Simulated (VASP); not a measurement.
# Si (P1) in VASP: single point with r2SCAN

Aim: the single point of Si with r2SCAN.

Program: VASP 6.6.1. These are calculated values, not measurements. Logs are shortened: lines on timing, memory, paths and dates and some standing lists are left out, and cuts for length are marked.

## (1) The cell of the first run

The typed cell holds 4 atoms: a = 3.817 Å, b = 3.787 Å, c = 6.301 Å, α = 88.09°, β = 91.11°, γ = 119.39°.

## (2) Single point, r2SCAN (atoms moved at random and the cell strained at random)

File POSCAR:

```
Si
1.0
    3.8163508587      0.0291265953     -0.0372350690
   -1.8829510580      3.2847957063      0.0634180909
   -0.0616241518      0.0856153365      6.3000605784
Si
4
Direct
    0.3489233105      0.6724376761      0.0871461100
    0.6332300006      0.2787715366      0.5075484400
    0.3650634410      0.7240363303      0.4317219670
    0.6527832478      0.3247544570      0.9735834831
```

File INCAR.step1:

```
  ALGO = Normal
  EDIFF = 1E-4
  ENCUT = 520
  GGA = PE
  ISMEAR = 0
  LASPH = T
  LCHARG = F
  LREAL = F
  LWAVE = T
  NBANDS = 16
  NELM = 60
  PREC = Accurate
  SIGMA = 0.05
```

File INCAR.step2:

```
  ALGO = Normal
  EDIFF = 1E-6
  ENCUT = 520
  ISIF = 2
  ISMEAR = 0
  ISTART = 1
  LASPH = T
  LCHARG = F
  LMIXTAU = T
  LREAL = F
  LWAVE = F
  METAGGA = R2SCAN
  NBANDS = 16
  NELM = 60
  PREC = Accurate
  SIGMA = 0.05
```

File KPOINTS:

```
k-points
0
Gamma
  12 12 4
```

Potentials or basis: VASP PAW PBE potentials, release 64 (Si).

On the command line:

```
> cat potpaw_PBE.64/Si/POTCAR > POTCAR
> cp INCAR.step1 INCAR
> mpirun -np 1 vasp_std > vasp.out
> cp INCAR.step2 INCAR
> mpirun -np 1 vasp_std > vasp.out
```

OUTCAR:

```text
EDIFF = 1E-6
   ENCUT = 520
   ISIF = 2
   ISMEAR = 0
   ISTART = 1
   LASPH = T
   LREAL = F
   METAGGA = R2SCAN
   NELM = 60
   PREC = Accurate

 ion  position               nearest neighbor table
   1  0.349  0.672  0.087-   3 2.18   4 2.25   4 2.28   4 2.42
   2  0.633  0.279  0.508-   3 1.90   3 2.40   3 2.50   4 2.94
   3  0.365  0.724  0.432-   2 1.90   1 2.18   2 2.40   2 2.50
   4  0.653  0.325  0.974-   1 2.25   1 2.28   1 2.42   2 2.94

  LATTYP: Found a triclinic cell.
 ALAT       =     3.7867412604
 B/A-ratio  =     1.0132114628
 C/A-ratio  =     1.6639488181
 COS(alpha) =     0.0136309991
 COS(beta)  =     0.0333948248
 COS(gamma) =     0.4987813251

  Lattice vectors:

 A1 = (   1.8829510580,  -3.2847957063,  -0.0634180909)
 A2 = (  -1.9333998007,  -3.3139223016,  -0.0261830219)
 A3 = (   0.0616241518,  -0.0856153365,  -6.3000605784)

Analysis of symmetry for initial positions (statically):
=====================================================================
 Subroutine PRICEL returns:
 Original cell was already a primitive cell.

 Routine SETGRP: Setting up the symmetry group for a
 triclinic supercell.

 Subroutine GETGRP returns: Found  1 space group operations
 (whereof  1 operations were pure point group operations)
 out of a pool of  2 trial point group operations.

The static configuration has the point symmetry C_1 .

Analysis of symmetry for dynamics (positions and initial velocities):
=====================================================================
 Subroutine PRICEL returns:
 Original cell was already a primitive cell.

 Routine SETGRP: Setting up the symmetry group for a
 triclinic supercell.

 Subroutine GETGRP returns: Found  1 space group operations
 (whereof  1 operations were pure point group operations)
 out of a pool of  2 trial point group operations.

The dynamic configuration has the point symmetry C_1 .

 Subroutine INISYM returns: Found  1 space group operations
 (whereof  1 operations are pure point group operations),
 and found     1 'primitive' translations

----------------------------------------------------------------------------------------

                                     Primitive cell

  volume of cell :      79.3003

  direct lattice vectors                    reciprocal lattice vectors
     3.816350859  0.029126595 -0.037235069     0.260894166  0.149542934  0.000519711
    -1.882951058  3.284795706  0.063418091    -0.002354181  0.303163428 -0.004142899
    -0.061624152  0.085615336  6.300060578     0.001565653 -0.002167885  0.158773408

  length of vectors
     3.816643641  3.786741260  6.300943645     0.300714358  0.303200874  0.158795926

  position of ions in fractional coordinates (direct lattice)
     0.348923310  0.672437676  0.087146110
     0.633230001  0.278771537  0.507548440
     0.365063441  0.724036330  0.431721967
     0.652783248  0.324754457  0.973583483

  ion indices of the primitive-cell ions
   primitive index   ion index
                 1           1
                 2           2
                 3           3
                 4           4

----------------------------------------------------------------------------------------

 KPOINTS: k-points

Automatic generation of k-mesh.
 Grid dimensions read from file:
 generate k-points for:   12   12    4

 Generating k-lattice:

  Cartesian coordinates                     Fractional coordinates (reciprocal lattice)
     0.021741181  0.012461911  0.000043309     0.083333333 -0.000000000  0.000000000
    -0.000196182  0.025263619 -0.000345242    -0.000000000  0.083333333  0.000000000
     0.000391413 -0.000541971  0.039693352     0.000000000  0.000000000  0.250000000

  Length of vectors
     0.025059530  0.025266740  0.039698981

  Shift w.r.t. Gamma in fractional coordinates (k-lattice)
     0.000000000  0.000000000  0.000000000

 Subroutine IBZKPT returns following result:
 ===========================================

 Found    292 irreducible k-points:

 Following reciprocal coordinates:
            Coordinates               Weight
  0.000000  0.000000  0.000000      1.000000
  0.083333  0.000000  0.000000      2.000000
  0.166667  0.000000 -0.000000      2.000000
  0.250000 -0.000000  0.000000      2.000000
  0.333333 -0.000000 -0.000000      2.000000
  0.416667 -0.000000 -0.000000      2.000000
[... 16 lines left out ...]
  0.250000  0.166667 -0.000000      2.000000
  0.333333  0.166667 -0.000000      2.000000
 [... further k-points ...]
   k-points           NKPTS =    292   k-points in BZ     NKDIM =    292   number of bands    NBANDS=     16
   number of dos      NEDOS =    301   number of ions     NIONS =      4
   total plane-waves  NPLWV =  37632
   dimension x,y,z NGX =    28 NGY =   28 NGZ =   48
   dimension x,y,z NGXF=    56 NGYF=   56 NGZF=   96
   ions per type =               4
   NGX,Y,Z   is equivalent  to a cutoff of  12.20, 12.29, 12.66 a.u.
   NGXF,Y,Z  is equivalent  to a cutoff of  24.39, 24.59, 25.33 a.u.
 SYSTEM =  unknown system
   PREC   = accura    normal or accurate (medium, high low for compatibility)
   ISTART =      1    job   : 0-new  1-cont  2-samecut
   ICHARG =      0    charge: 1-file 2-atom 10-const
   ISPIN  =      1    spin polarized calculation?
   LNONCOLLINEAR =      F non collinear calculations
   LSORBIT =      F    spin-orbit coupling
   LASPH  =      T    aspherical Exc in radial PAW
   ENCUT  =  520.0 eV  38.22 Ry    6.18 a.u.   7.10  7.04 11.72*2*pi/ulx,y,z
   NELM   =     60;   NELMIN=  2; NELMDL=  0     # of ELM steps
   EDIFF  = 0.1E-05   stopping-criterion for ELM
   LREAL  =      F    real-space projection
   EDIFFG = 0.1E-04   stopping-criterion for IOM
   NSW    =      0    number of steps for IOM
   IBRION =     -1    ionic relax: 0-MD 1-quasi-New 2-CG
   NFREE  =      0    steps in history (QN), initial steepest desc. (CG)
   ISIF   =      2    stress and relaxation
   ISYM   =      2    0-nonsym 1-usesym 2-fastsym
   POTIM  = 0.5000    time-step for ionic-motion
   TEBEG  =    0.0;   TEEND  =   0.0 temperature during run
   PSTRESS=    0.0 pullay stress
   NELECT =      16.0000    total number of electrons
   NUPDOWN=      -1.0000    fix difference up-down
   EMIN   =  10.00;   EMAX   =-10.00  energy-range for DOS
   EFERMI =   0.00;   METHOD = LEGACY
   ISMEAR =     0;   SIGMA  =   0.05  broadening in eV -4-tet -1-fermi 0-gaus
   EFERMI_NEDOS =   21; number of points for ismear=-14 and -15
   IALGO  =     38    algorithm
   IMIX   =      4    mixing-type and parameters
     AMIX     =   0.40;   BMIX     =  1.00
     AMIX_MAG =   1.60;   BMIX_MAG =  1.00
  volume/ion in A,a.u.               =      19.83       133.79
  Fermi-wavevector in a.u.,A,eV,Ry     =   0.960189  1.814493 12.544058  0.921962
  Thomas-Fermi vector in A             =   2.089451
   LORBIT       =      0    0 simple, 1 ext, 2 COOP (PROOUT), +10 PAW based schemes
   METAGGA = R2SCAN    functional components
   LHFCALC =     F    Hartree Fock is set to
   AEXX    =    0.0000 exact exchange contribution
   IVDW    =     0    specifies the selected vdW correction
   LEPSILON=     F    determine dielectric tensor
   LRPA    =     F    only Hartree local field effects (RPA)
 non-spin polarized calculation
 Gauss-broadening in eV      SIGMA  =   0.05
  energy-cutoff  :      520.00
  volume of cell :       79.30
 maximum number of plane-waves:      2150
   NGX = 15   NGY = 15   NGZ = 23

 number of electron      16.0000000 magnetization

 Free energy of the ion-electron system (eV)
  ---------------------------------------------------
  ext. energy  EPLUGINS =         0.00000000
  ---------------------------------------------------
  free energy    TOTEN  =       -32.03132671 eV

  energy without entropy =      -32.03039780  energy(sigma->0) =      -32.03086225

 E-fermi :   5.9785     XC(G=0):  -9.8679

 val. band max:        5.9776884035   @ k =  -0.1667   0.1667  -0.0000
 cond. band min:       5.9791992248   @ k =   0.0000   0.0833   0.2500
 fundamental gap:      0.0015108213
 Fermi energy:         5.9784859092

 k-point     1 :       0.0000    0.0000    0.0000
  band No.  band energies     occupation
      1      -7.3687      2.00000
      2      -4.7666      2.00000
      3      -0.8773      2.00000
      4       2.9515      2.00000
      5       4.5990      2.00000
      6       5.0717      2.00000
[... 8 lines left out ...]
     15      11.2770      0.00000
     16      12.1771      0.00000

 k-point     2 :       0.0833    0.0000    0.0000
  band No.  band energies     occupation
      1      -7.2898      2.00000
      2      -4.6861      2.00000
      3      -0.8263      2.00000
      4       2.7232      2.00000
      5       3.8943      2.00000
      6       4.8081      2.00000
[... 8 lines left out ...]
     15      11.5115      0.00000
     16      11.9363      0.00000

 k-point     3 :       0.1667    0.0000   -0.0000
  band No.  band energies     occupation
      1      -7.0571      2.00000
      2      -4.4484      2.00000
      3      -0.7059      2.00000
      4       1.9448      2.00000
      5       3.0359      2.00000
      6       4.1685      2.00000
[... 8 lines left out ...]
     15      11.7700      0.00000
     16      12.2273      0.00000

 k-point     4 :       0.2500   -0.0000    0.0000
  band No.  band energies     occupation
      1      -6.6861      2.00000
      2      -4.0672      2.00000
      3      -0.7029      2.00000
      4       1.0317      2.00000
      5       2.3923      2.00000
      6       3.1323      2.00000
[... 8 lines left out ...]
     15      12.3504      0.00000
     16      13.1208      0.00000

 k-point     5 :       0.3333   -0.0000   -0.0000
  band No.  band energies     occupation
      1      -6.2159      2.00000
      2      -3.5782      2.00000
      3      -1.2391      2.00000
      4       0.7874      2.00000
      5       1.4969      2.00000
      6       2.5240      2.00000
[... 8 lines left out ...]
     15      13.4463      0.00000
     16      13.6510      0.00000

 k-point     6 :       0.4167   -0.0000   -0.0000
  band No.  band energies     occupation
      1      -5.7495      2.00000
      2      -3.0774      2.00000
      3      -1.9906      2.00000
      4       0.5685      2.00000
      5       1.0735      2.00000
      6       2.2640      2.00000
[... 8 lines left out ...]
     15      13.8105      0.00000
     16      13.9487      0.00000
[... 267 lines left out ...]
 k-point    21 :       0.0833    0.1667   -0.0000
  band No.  band energies     occupation
      1      -6.7765      2.00000
      2      -4.1813      2.00000
      3      -0.7734      2.00000
      4       0.9545      2.00000
      5       2.7673      2.00000
      6       3.0897      2.00000
[... 8 lines left out ...]
     15      11.0990      0.00000
     16      11.8112      0.00000

 k-point    22 :       0.1667    0.1667   -0.0000
  band No.  band energies     occupation
      1      -6.4001      2.00000
      2      -3.8052      2.00000
      3      -1.0383      2.00000
      4       0.7998      2.00000
      5       1.9663      2.00000
      6       2.2749      2.00000
[... 8 lines left out ...]
     15      11.5827      0.00000
     16      12.5708      0.00000

 k-point    23 :       0.2500    0.1667   -0.0000
  band No.  band energies     occupation
      1      -5.9273      2.00000
      2      -3.3341      2.00000
      3      -1.5771      2.00000
      4       0.8381      2.00000
      5       1.2699      2.00000
      6       1.6138      2.00000
[... 8 lines left out ...]
     15      12.9064      0.00000
     16      13.4513      0.00000

 k-point    24 :       0.3333    0.1667   -0.0000
  band No.  band energies     occupation
      1      -5.4687      2.00000
      2      -2.8912      2.00000
      3      -2.1017      2.00000
      4       0.3744      2.00000
      5       0.9768      2.00000
      6       1.5521      2.00000
[... 8 lines left out ...]
     15      13.1916      0.00000
     16      14.2150      0.00000

 [... further k-points ...]
[... 5 lines left out ...]
  --------------------------------------------------------------------------------------
  -------------------------------------------------------------------------------------
  Total       -1.0490021     15.4103546      4.6508294     -1.7374510      3.1888002     -0.2997886
  in kB      -21.1939639    311.3497003     93.9650243    -35.1033347     64.4262916     -6.0569071
  external PRESSURE =     128.0402535 kB  Pullay stress =       0.0000000 kB

 VOLUME and BASIS-vectors are now :
 -----------------------------------------------------------------------------
  energy-cutoff  :      520.00
  volume of cell :       79.30
      direct lattice vectors                 reciprocal lattice vectors
     3.816350859  0.029126595 -0.037235069     0.260894166  0.149542934  0.000519711
    -1.882951058  3.284795706  0.063418091    -0.002354181  0.303163428 -0.004142899
    -0.061624152  0.085615336  6.300060578     0.001565653 -0.002167885  0.158773408

 POSITION                                       TOTAL-FORCE (eV/Angst)
 -----------------------------------------------------------------------------------
      0.06008      2.22644      0.57868        -1.026616     -0.889700     -2.242090
      1.86044      0.97761      3.19169         0.267030     10.026341      4.844540
      0.00328      2.42591      2.75220        -0.328082     -9.851137     -0.314656
      1.81976      1.16912      6.12992         1.087667      0.714496     -2.287794
 -----------------------------------------------------------------------------------
    total drift:                                0.000004      0.000066      0.000138

  FREE ENERGIE OF THE ION-ELECTRON SYSTEM (eV)
  ---------------------------------------------------
  free  energy   TOTEN  =       -32.0313267110 eV

  energy  without entropy=      -32.0303977963  energy(sigma->0) =      -32.03086225
```

Run time: 16 min. Hardware: 1 thread of Oxide Virtual Turin-like, shared host; peak memory 0.34 GiB.

Results:

```
Free energy            : -32.0313 eV
Pressure               : 12.8 GPa
Largest force          : 11.139 eV/Å
Band gap on the k mesh : zero (bands 8 and 9 overlap by 1.00 eV)
```

Forces on the atoms (eV/Å):
```
Si  -1.027 -0.890 -2.242
Si   0.267 10.026  4.845
Si  -0.328 -9.851 -0.315
Si   1.088  0.714 -2.288
```

Stress tensor (GPa, compression positive):
```
-2.12 -3.51 -0.61
-3.51 31.13  6.44
-0.61  6.44  9.40
```

Levels at points of the mesh, in eV from the Fermi level:
```tsv
k point	band 5	band 6	band 7	band 8	band 9	band 10	band 11	band 12
(0.00, 0.00, 0.00)	-1.38	-0.91	0.09	0.60	0.90	1.51	2.26	2.88
(0.50, 0.00, 0.00)	-4.77	-3.80	-2.29	-1.66	-0.29	2.22	3.31	3.89
(0.00, 0.50, 0.00)	-3.95	-3.44	-3.16	-1.54	0.58	2.90	3.97	4.18
(0.50, 0.50, 0.00)	-4.52	-3.68	-2.32	-1.75	-0.40	2.16	3.50	4.04
(0.00, 0.00, 0.50)	-2.44	-1.28	-0.98	0.13	0.70	1.12	2.69	2.96
(0.50, 0.00, 0.50)	-3.76	-3.22	-2.24	-1.14	-0.05	1.08	1.59	3.06
(0.00, 0.50, 0.50)	-3.19	-2.70	-2.02	-0.93	-0.12	1.02	2.02	2.66
(0.50, 0.50, 0.50)	-3.62	-2.95	-2.19	-1.04	-0.13	0.70	1.52	2.96
```

Caveat: the cell differs from its parent crystal (atoms moved at random and the cell strained at random); the stress differs along the axes, from -2 to 31 GPa; the PAW data sets were made with another functional, which shifts forces and pressure a little.
